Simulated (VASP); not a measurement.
# SnSe2 (P-3m1) in VASP: further runs

SnSe2 is run at these levels: r2SCAN; tasks: single point.

Program: VASP 6.6.1. These are calculated values, not measurements. Logs are shortened: lines on timing, memory, paths and dates and some standing lists are left out, and cuts for length are marked.

## Step 1: The cell of the first run

It takes space group P-3m1 (No. 164, trigonal). The conventional cell has a = 3.605 Å, b = 3.605 Å, c = 6.227 Å, α = 90.00°, β = 90.00°, γ = 120.00°. Within 3.7 Å of Sn (site symmetry -3m) lie 6 Se at 2.65 Å and 6 Sn at 3.61 Å. Within 3.7 Å of Se (site symmetry 3m) lie 3 Sn at 2.65 Å and 9 Se at 3.61 Å.

## Step 2: Single point, r2SCAN (biaxial xy strain -5.8%)

File POSCAR:

```
SnSe2
1.0
    3.6052169145      0.0000000000      0.0000000000
   -1.8026084572      3.1222094341      0.0000000000
    0.0000000000      0.0000000000      6.2270561801
Sn Se
1 2
Direct
    0.0000000000      0.0000000000      0.0000000000
    0.3333333333      0.6666666667      0.2631953217
    0.6666666667      0.3333333333      0.7368046783
```

File INCAR.step1:

```
PREC = Accurate
ENCUT = 520
ISMEAR = 0
SIGMA = 0.01
LREAL = False
LASPH = True
NELM = 100
NBANDS = 20
GGA = PE
ALGO = Normal
EDIFF = 1E-4
LWAVE = True
LCHARG = False
```

File INCAR.step2:

```
PREC = Accurate
ENCUT = 520
EDIFF = 1E-6
ISMEAR = 0
SIGMA = 0.01
LREAL = False
LASPH = True
NELM = 100
ALGO = Normal
ISIF = 2
LWAVE = False
LCHARG = False
METAGGA = R2SCAN
LMIXTAU = True
NBANDS = 20
ISTART = 1
```

File KPOINTS:

```
Automatic mesh
0
Gamma
  12 12 4
```

Potentials or basis: VASP PAW PBE potentials, release 64 (Sn_d, Se).

Run with:

```sh
> cat potpaw_PBE.64/Sn_d/POTCAR potpaw_PBE.64/Se/POTCAR > POTCAR
> cp INCAR.step1 INCAR
> mpirun -np 1 vasp_std > vasp.out
> cp INCAR.step2 INCAR
> mpirun -np 1 vasp_std > vasp.out
```

OUTCAR:

```text
PREC = Accurate
   ENCUT = 520
   EDIFF = 1E-6
   ISMEAR = 0
   LREAL = False
   LASPH = True
   NELM = 100
   ISIF = 2
   METAGGA = R2SCAN
   ISTART = 1

 ion  position               nearest neighbor table
   1  0.000  0.000  0.000-   2 2.65   3 2.65   2 2.65   3 2.65   3 2.65   2 2.65
   2  0.333  0.667  0.263-   1 2.65   1 2.65   1 2.65
   3  0.667  0.333  0.737-   1 2.65   1 2.65   1 2.65

  LATTYP: Found a hexagonal cell.
 ALAT       =     3.6052169145
 C/A-ratio  =     1.7272348177

  Lattice vectors:

 A1 = (   3.6052169145,   0.0000000000,   0.0000000000)
 A2 = (  -1.8026084572,   3.1222094341,   0.0000000000)
 A3 = (   0.0000000000,   0.0000000000,   6.2270561801)

Analysis of symmetry for initial positions (statically):
=====================================================================
 Subroutine PRICEL returns:
 Original cell was already a primitive cell.

 Routine SETGRP: Setting up the symmetry group for a
 hexagonal supercell.

 Subroutine GETGRP returns: Found 12 space group operations
 (whereof 12 operations were pure point group operations)
 out of a pool of 24 trial point group operations.

The static configuration has the point symmetry D_3d.

Analysis of symmetry for dynamics (positions and initial velocities):
=====================================================================
 Subroutine PRICEL returns:
 Original cell was already a primitive cell.

 Routine SETGRP: Setting up the symmetry group for a
 hexagonal supercell.

 Subroutine GETGRP returns: Found 12 space group operations
 (whereof 12 operations were pure point group operations)
 out of a pool of 24 trial point group operations.

The dynamic configuration has the point symmetry D_3d.

 Subroutine INISYM returns: Found 12 space group operations
 (whereof 12 operations are pure point group operations),
 and found     1 'primitive' translations

----------------------------------------------------------------------------------------

                                     Primitive cell

  volume of cell :      70.0933

  direct lattice vectors                    reciprocal lattice vectors
     3.605216915  0.000000000  0.000000000     0.277375821  0.160143005  0.000000000
    -1.802608457  3.122209434  0.000000000     0.000000000  0.320286009  0.000000000
     0.000000000  0.000000000  6.227056180     0.000000000  0.000000000  0.160589526

  length of vectors
     3.605216915  3.605216914  6.227056180     0.320286009  0.320286009  0.160589526

  position of ions in fractional coordinates (direct lattice)
     0.000000000  0.000000000  0.000000000
     0.333333333  0.666666667  0.263195322
     0.666666667  0.333333333  0.736804678

  ion indices of the primitive-cell ions
   primitive index   ion index
                 1           1
                 2           2
                 3           3

----------------------------------------------------------------------------------------

 KPOINTS: Automatic mesh

Automatic generation of k-mesh.
 Grid dimensions read from file:
 generate k-points for:   12   12    4

 Generating k-lattice:

  Cartesian coordinates                     Fractional coordinates (reciprocal lattice)
     0.023114652  0.013345250  0.000000000     0.083333333  0.000000000  0.000000000
     0.000000000  0.026690501  0.000000000     0.000000000  0.083333333  0.000000000
     0.000000000  0.000000000  0.040147381     0.000000000  0.000000000  0.250000000

  Length of vectors
     0.026690501  0.026690501  0.040147381

  Shift w.r.t. Gamma in fractional coordinates (k-lattice)
     0.000000000  0.000000000  0.000000000

 Subroutine IBZKPT returns following result:
 ===========================================

 Found     69 irreducible k-points:

 Following reciprocal coordinates:
            Coordinates               Weight
  0.000000  0.000000  0.000000      1.000000
  0.083333 -0.000000  0.000000      6.000000
  0.166667  0.000000  0.000000      6.000000
  0.250000  0.000000  0.000000      6.000000
  0.333333 -0.000000  0.000000      6.000000
  0.416667  0.000000  0.000000      6.000000
[... 16 lines left out ...]
  0.166667  0.000000  0.250000      6.000000
  0.000000  0.166667  0.250000      6.000000
 [... further k-points ...]
   k-points           NKPTS =     69   k-points in BZ     NKDIM =     69   number of bands    NBANDS=     20
   number of dos      NEDOS =    301   number of ions     NIONS =      3
   total plane-waves  NPLWV =  37632
   dimension x,y,z NGX =    28 NGY =   28 NGZ =   48
   dimension x,y,z NGXF=    56 NGYF=   56 NGZF=   96
   ions per type =               1   2
   NGX,Y,Z   is equivalent  to a cutoff of  12.91, 12.91, 12.81 a.u.
   NGXF,Y,Z  is equivalent  to a cutoff of  25.82, 25.82, 25.63 a.u.
 SYSTEM =  unknown system
   PREC   = accura    normal or accurate (medium, high low for compatibility)
   ISTART =      1    job   : 0-new  1-cont  2-samecut
   ICHARG =      0    charge: 1-file 2-atom 10-const
   ISPIN  =      1    spin polarized calculation?
   LNONCOLLINEAR =      F non collinear calculations
   LSORBIT =      F    spin-orbit coupling
   LASPH  =      T    aspherical Exc in radial PAW
   ENCUT  =  520.0 eV  38.22 Ry    6.18 a.u.   6.70  6.70 11.58*2*pi/ulx,y,z
   NELM   =    100;   NELMIN=  2; NELMDL=  0     # of ELM steps
   EDIFF  = 0.1E-05   stopping-criterion for ELM
   LREAL  =      F    real-space projection
   EDIFFG = 0.1E-04   stopping-criterion for IOM
   NSW    =      0    number of steps for IOM
   IBRION =     -1    ionic relax: 0-MD 1-quasi-New 2-CG
   NFREE  =      0    steps in history (QN), initial steepest desc. (CG)
   ISIF   =      2    stress and relaxation
   ISYM   =      2    0-nonsym 1-usesym 2-fastsym
   POTIM  = 0.5000    time-step for ionic-motion
   TEBEG  =    0.0;   TEEND  =   0.0 temperature during run
   PSTRESS=    0.0 pullay stress
   NELECT =      26.0000    total number of electrons
   NUPDOWN=      -1.0000    fix difference up-down
   EMIN   =  10.00;   EMAX   =-10.00  energy-range for DOS
   EFERMI =   0.00;   METHOD = LEGACY
   ISMEAR =     0;   SIGMA  =   0.01  broadening in eV -4-tet -1-fermi 0-gaus
   EFERMI_NEDOS =   21; number of points for ismear=-14 and -15
   IALGO  =     38    algorithm
   IMIX   =      4    mixing-type and parameters
     AMIX     =   0.40;   BMIX     =  1.00
     AMIX_MAG =   1.60;   BMIX_MAG =  1.00
  volume/ion in A,a.u.               =      23.36       157.67
  Fermi-wavevector in a.u.,A,eV,Ry     =   1.176271  2.222829 18.825188  1.383612
  Thomas-Fermi vector in A             =   2.312637
   LORBIT       =      0    0 simple, 1 ext, 2 COOP (PROOUT), +10 PAW based schemes
   METAGGA = R2SCAN    functional components
   LHFCALC =     F    Hartree Fock is set to
   AEXX    =    0.0000 exact exchange contribution
   IVDW    =     0    specifies the selected vdW correction
   LEPSILON=     F    determine dielectric tensor
   LRPA    =     F    only Hartree local field effects (RPA)
 non-spin polarized calculation
 Gauss-broadening in eV      SIGMA  =   0.01
  energy-cutoff  :      520.00
  volume of cell :       70.09
 maximum number of plane-waves:      1919
 NGX is ok and might be reduce to    28
   NGX = 13   NGY = 13   NGZ = 23

 number of electron      25.9999991 magnetization

 Free energy of the ion-electron system (eV)
  ---------------------------------------------------
  ext. energy  EPLUGINS =         0.00000000
  ---------------------------------------------------
  free energy    TOTEN  =       -54.29196585 eV

  energy without entropy =      -54.29196585  energy(sigma->0) =      -54.29196585

 E-fermi :   5.3511     XC(G=0): -10.5418

 val. band max:        5.2772216827   @ k =   0.0833  -0.0000   0.2500
 cond. band min:       5.8493541281   @ k =   0.5000   0.0000   0.5000
 fundamental gap:      0.5721324454
 Fermi energy:         5.3511087544

 k-point     1 :       0.0000    0.0000    0.0000
  band No.  band energies     occupation
      1     -17.0246      2.00000
      2     -17.0245      2.00000
      3     -16.9372      2.00000
      4     -16.9244      2.00000
      5     -16.9243      2.00000
      6     -10.0560      2.00000
[... 12 lines left out ...]
     19      15.0049      0.00000
     20      15.0049      0.00000

 k-point     2 :       0.0833   -0.0000    0.0000
  band No.  band energies     occupation
      1     -17.0292      2.00000
      2     -17.0195      2.00000
      3     -16.9339      2.00000
      4     -16.9283      2.00000
      5     -16.9244      2.00000
      6      -9.9696      2.00000
[... 12 lines left out ...]
     19      14.1488      0.00000
     20      15.0981      0.00000

 k-point     3 :       0.1667    0.0000    0.0000
  band No.  band energies     occupation
      1     -17.0435      2.00000
      2     -17.0065      2.00000
      3     -16.9395      2.00000
      4     -16.9236      2.00000
      5     -16.9228      2.00000
      6      -9.7152      2.00000
[... 12 lines left out ...]
     19      14.0513      0.00000
     20      15.0273      0.00000

 k-point     4 :       0.2500    0.0000    0.0000
  band No.  band energies     occupation
      1     -17.0654      2.00000
      2     -16.9916      2.00000
      3     -16.9519      2.00000
      4     -16.9195      2.00000
      5     -16.9080      2.00000
      6      -9.3096      2.00000
[... 12 lines left out ...]
     19      14.5691      0.00000
     20      15.2539      0.00000

 k-point     5 :       0.3333   -0.0000    0.0000
  band No.  band energies     occupation
      1     -17.0891      2.00000
      2     -16.9814      2.00000
      3     -16.9628      2.00000
      4     -16.9107      2.00000
      5     -16.8928      2.00000
      6      -8.7942      2.00000
[... 12 lines left out ...]
     19      15.0060      0.00000
     20      15.9031      0.00000
[... 353 lines left out ...]
      6      -9.8671      2.00000
[... 12 lines left out ...]
     19      13.7358      0.00000
     20      15.0037      0.00000

 k-point    22 :       0.0000    0.0833    0.2500
  band No.  band energies     occupation
      1     -17.0292      2.00000
      2     -17.0195      2.00000
      3     -16.9338      2.00000
      4     -16.9283      2.00000
      5     -16.9244      2.00000
      6      -9.8669      2.00000
[... 12 lines left out ...]
     19      13.8636      0.00000
     20      14.6738      0.00000

 k-point    23 :       0.1667    0.0000    0.2500
  band No.  band energies     occupation
      1     -17.0435      2.00000
      2     -17.0065      2.00000
      3     -16.9395      2.00000
      4     -16.9236      2.00000
      5     -16.9228      2.00000
      6      -9.6144      2.00000
[... 12 lines left out ...]
     19      14.1231      0.00000
     20      14.9893      0.00000

 k-point    24 :       0.0000    0.1667    0.2500
  band No.  band energies     occupation
      1     -17.0435      2.00000
      2     -17.0065      2.00000
      3     -16.9395      2.00000
      4     -16.9236      2.00000
      5     -16.9227      2.00000
      6      -9.6132      2.00000
[... 12 lines left out ...]
     19      13.7992      0.00000
     20      15.0056      0.00000

 [... further k-points ...]

------------------------ aborting loop because EDIFF is reached ----------------------------------------

  FORCE on cell =-STRESS in cart. coord.  units (eV):
  Direction    XX          YY          ZZ          XY          YZ          ZX
  --------------------------------------------------------------------------------------
  -------------------------------------------------------------------------------------
  Total        5.2810953      5.2810953      1.3486718      0.0000000      0.0000000     -0.0000000
  in kB      120.7142029    120.7142029     30.8276659      0.0000000      0.0000000     -0.0000000
  external PRESSURE =      90.7520239 kB  Pullay stress =       0.0000000 kB

 VOLUME and BASIS-vectors are now :
 -----------------------------------------------------------------------------
  energy-cutoff  :      520.00
  volume of cell :       70.09
      direct lattice vectors                 reciprocal lattice vectors
     3.605216915  0.000000000  0.000000000     0.277375821  0.160143005  0.000000000
    -1.802608457  3.122209434  0.000000000     0.000000000  0.320286009  0.000000000
     0.000000000  0.000000000  6.227056180     0.000000000  0.000000000  0.160589526

 POSITION                                       TOTAL-FORCE (eV/Angst)
 -----------------------------------------------------------------------------------
      0.00000      0.00000      0.00000         0.000000     -0.000000      0.000000
     -0.00000      2.08147      1.63893        -0.000000     -0.000000     -0.015966
      1.80261      1.04074      4.58812         0.000000      0.000000      0.015966
 -----------------------------------------------------------------------------------
    total drift:                                0.000000     -0.000000     -0.000000

  FREE ENERGIE OF THE ION-ELECTRON SYSTEM (eV)
  ---------------------------------------------------
  free  energy   TOTEN  =       -54.2919658500 eV

  energy  without entropy=      -54.2919658500  energy(sigma->0) =      -54.29196585
```

It took 11 min on 1 thread of Intel Xeon 8259CL, shared host; peak memory 0.26 GiB.

Results:

| Quantity | Value |
| --- | --- |
| Free energy | -54.2920 eV |
| Pressure | 9.1 GPa |
| Largest force | 0.016 eV/Å |
| Band gap on the k mesh | 0.57 eV (least direct gap 1.45 eV) |

Forces on the atoms (eV/Å):
```
Sn   0.000  0.000  0.000
Se   0.000  0.000 -0.016
Se   0.000  0.000  0.016
```

Stress tensor (GPa, compression positive):
```
12.07  0.00  0.00
 0.00 12.07  0.00
 0.00  0.00  3.08
```

Caveat: the cell differs from its parent crystal (biaxial xy strain -5.8%); the cell stands under pressure; the PAW data sets were made with another functional, which shifts forces and pressure a little; spin-orbit coupling is left out, which moves the levels of the heavy elements. A k mesh can miss the band edges.

## Step 3: Single point, r2SCAN (uniaxial z strain -5.6%)

File POSCAR:

```
SnSe2
1.0
    3.8251638350      0.0000000000      0.0000000000
   -1.9125819175      3.3126890547      0.0000000000
    0.0000000000      0.0000000000      5.8758502116
Sn Se
1 2
Direct
    0.0000000000      0.0000000000      0.0000000000
    0.3333333333      0.6666666667      0.2660809165
    0.6666666667      0.3333333333      0.7339190835
```

File INCAR.step1:

```
ALGO = Normal
EDIFF = 1E-4
ENCUT = 520
GGA = PE
ISMEAR = 0
LASPH = True
LCHARG = False
LREAL = False
LWAVE = True
NBANDS = 20
NELM = 80
PREC = Accurate
SIGMA = 0.01
```

File INCAR.step2:

```
ALGO = Normal
EDIFF = 1E-7
ENCUT = 520
ISIF = 2
ISMEAR = 0
ISTART = 1
LASPH = True
LCHARG = True
LELF = True
LMIXTAU = True
LREAL = False
LVHAR = True
LWAVE = False
METAGGA = R2SCAN
NBANDS = 20
NELM = 80
PREC = Accurate
SIGMA = 0.01
```

File KPOINTS:

```
k-points
0
Gamma
  12 12 4
```

Potentials or basis: VASP PAW PBE potentials, release 64 (Sn_d, Se).

Run with:

```sh
> cat potpaw_PBE.64/Sn_d/POTCAR potpaw_PBE.64/Se/POTCAR > POTCAR
> cp INCAR.step1 INCAR
> mpirun -np 1 vasp_std > vasp.out
> cp INCAR.step2 INCAR
> mpirun -np 1 vasp_std > vasp.out
```

Wall time 10 min (1 thread of Intel Xeon 8259CL, shared host); peak memory 0.27 GiB.

It converged, with:

- Free energy: -54.5656 eV
- Pressure: 2.6 GPa
- Largest force: 0.025 eV/Å
- Band gap on the k mesh: 0.71 eV (least direct gap 1.14 eV)

Forces on the atoms (eV/Å):
```
Sn   0.000  0.000  0.000
Se   0.000  0.000 -0.025
Se   0.000  0.000  0.025
```

Stress tensor (GPa, compression positive):
```
2.22 0.00 0.00
0.00 2.22 0.00
0.00 0.00 3.32
```

Levels at points of the mesh, in eV from the valence-band top:
| k point | band 11 | band 12 | band 13 | band 14 | band 15 | band 16 |
| --- | --- | --- | --- | --- | --- | --- |
| (0.00, 0.00, 0.00) | -0.79 | -0.79 | -0.07 | 1.08 | 3.21 | 4.79 |
| (0.50, 0.00, 0.00) | -3.04 | -1.83 | -0.52 | 1.30 | 3.91 | 5.26 |
| (0.00, 0.00, 0.50) | -1.15 | -0.49 | -0.49 | 2.71 | 3.14 | 4.33 |
| (0.50, 0.00, 0.50) | -2.16 | -1.25 | -1.22 | 0.88 | 4.34 | 4.91 |

Caveat: the cell differs from its parent crystal (uniaxial z strain -5.6%); the PAW data sets were made with another functional, which shifts forces and pressure a little; spin-orbit coupling is left out, which moves the levels of the heavy elements. A k mesh can miss the band edges.

## Step 4: Single point, r2SCAN

This run uses another cell than the first one, of 26.30 Å³/atom.

File POSCAR:

```
SnSe2
1.0
    3.8251638350      0.0000000000      0.0000000000
   -1.9125819175      3.3126890547      0.0000000000
    0.0000000000      0.0000000000      6.2270561801
Sn Se
1 2
Direct
    0.0000000000      0.0000000000      0.0000000000
    0.3333333333      0.6666666667      0.2530760414
    0.6666666667      0.3333333333      0.7469239586
```

File INCAR.step1:

```
ALGO = Normal ; EDIFF = 1E-4
ENCUT = 520 ; GGA = PE
ISMEAR = 0 ; LASPH = T
LCHARG = F ; LREAL = F
LWAVE = T ; NBANDS = 20
NELM = 80 ; PREC = Accurate
SIGMA = 0.01
```

File INCAR.step2:

```
ALGO = Normal ; EDIFF = 1E-6
ENCUT = 520 ; ISIF = 2
ISMEAR = 0 ; ISTART = 1
LASPH = T ; LCHARG = F
LMIXTAU = T ; LREAL = F
LWAVE = F ; METAGGA = R2SCAN
NBANDS = 20 ; NELM = 80
PREC = Accurate ; SIGMA = 0.01
```

KPOINTS is that of step 3.

Run with:

```sh
> cat potpaw_PBE.64/Sn_d/POTCAR potpaw_PBE.64/Se/POTCAR > POTCAR
> cp INCAR.step1 INCAR
> mpirun -np 1 vasp_std > vasp.out
> cp INCAR.step2 INCAR
> mpirun -np 1 vasp_std > vasp.out
```

It took 9.6 min on 1 thread of Intel Xeon 8259CL, shared host; peak memory 0.27 GiB.

Results (log left out):

```yaml
Free_energy: -54.6257 eV
Pressure: 1.0 GPa
Largest_force: 0.016 eV/Å
Band_gap_on_the_k_mesh: 1.01 eV (least direct gap 1.49 eV)
```

Forces in eV/Å, atoms in the order of the input:
```
Sn   0.000  0.000  0.000
Se   0.000  0.000 -0.016
Se   0.000  0.000  0.016
```

Levels at points of the mesh, in eV from the valence-band top:
```csv
k point,band 11,band 12,band 13,band 14,band 15,band 16
"(0.00, 0.00, 0.00)",-0.31,-0.31,-0.11,1.43,3.58,5.06
"(0.50, 0.00, 0.00)",-2.54,-1.23,-0.28,1.40,4.26,5.78
"(0.00, 0.00, 0.50)",-0.69,-0.15,-0.15,2.82,3.52,4.80
"(0.50, 0.00, 0.50)",-2.00,-0.82,-0.67,1.01,4.65,5.19
```

Caveat: the PAW data sets were made with another functional, which shifts forces and pressure a little; spin-orbit coupling is left out, which moves the levels of the heavy elements. A k mesh can miss the band edges.

## Step 5: Overview

| cell | gap on the mesh (eV) | pressure (GPa) | largest force (eV/Å) |
| --- | --- | --- | --- |
| a = 3.605, b = 3.605, c = 6.227 Å, angles 90.0, 90.0, 120.0°, 3 atoms, atomic positions A | 0.57 | 9.1 | 0.02 |
| a = 3.825, b = 3.825, c = 5.876 Å, angles 90.0, 90.0, 120.0°, 3 atoms, atomic positions B | 0.71 | 2.6 | 0.02 |
| a = 3.825, b = 3.825, c = 6.227 Å, angles 90.0, 90.0, 120.0°, 3 atoms, atomic positions C | 1.01 | 1.0 | 0.02 |

Alike in all rows: task single point; level r2SCAN; potentials or basis VASP PAW PBE potentials, release 64 (Sn_d, Se); no spin polarisation; k mesh 12 × 12 × 4; cutoff (eV) 520; smearing gaussian 0.01 eV.

Caveats: the PAW data sets were made with another functional, which shifts forces and pressure a little; spin-orbit coupling is left out, which moves the levels of the heavy elements; the cell stands under pressure (at least some runs).

Absolute energies hang on the potentials; compare differences alone.
